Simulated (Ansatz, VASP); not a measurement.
# BeH4S: VASP beside Ansatz

```
CELL_PARAMETERS angstrom
13.20000 0.00000 0.00000
0.00000 14.70000 0.00000
0.00000 0.00000 15.00000
ATOMIC_POSITIONS crystal
Be 0.43427 0.41068 0.34027
Be 0.42605 0.41046 0.64006
Be 0.42825 0.55188 0.58068
Be 0.65384 0.41986 0.50100
S 0.56926 0.48171 0.59680
S 0.54521 0.33495 0.43200
S 0.52667 0.69124 0.39179
S 0.37141 0.50014 0.44701
H 0.52036 0.45778 0.31432
H 0.36116 0.35703 0.30470
H 0.42479 0.36514 0.71917
H 0.36657 0.49685 0.63793
H 0.42525 0.37149 0.55240
H 0.62979 0.53818 0.64421
H 0.42672 0.64448 0.58092
H 0.53802 0.26020 0.48516
H 0.60810 0.29558 0.37109
H 0.53660 0.74653 0.32019
H 0.49652 0.75975 0.44561
H 0.64526 0.49829 0.41115
H 0.70136 0.48561 0.42170
H 0.74948 0.38820 0.50985
H 0.27919 0.46601 0.46772
H 0.33586 0.57042 0.39669
```

Alike in both runs: functional PBE; k mesh 1 × 1 × 1; occupations gaussian, width 0.05 eV; no spin polarisation.

Ansatz relaxed the structure, and its values are those at the end. VASP's run is a single point on that final structure, the one shown.

|  | VASP | Ansatz |
| --- | --- | --- |
| version | VASP 6.6.1 | Ansatz 0.2.0 |
| potentials or method | VASP PAW PBE potentials, release 64 (Be, S, H), cutoff 520 eV | scalar-relativistic, plane waves, PAW |
| valence electrons in the cell | 48 | 48 |

|  | VASP | Ansatz | Ansatz less VASP |
| --- | --- | --- | --- |
| gap on the k mesh at the Fermi level (eV) | 3.66 | 3.65 | -0.016 |
| rms of the force components (eV/Å) | 0.034 | 0.006 | -0.0274 |

With one functional, cell and mesh, what is left measures potentials, basis and numerics. Ansatz's warnings: xc potential rough in thin density.
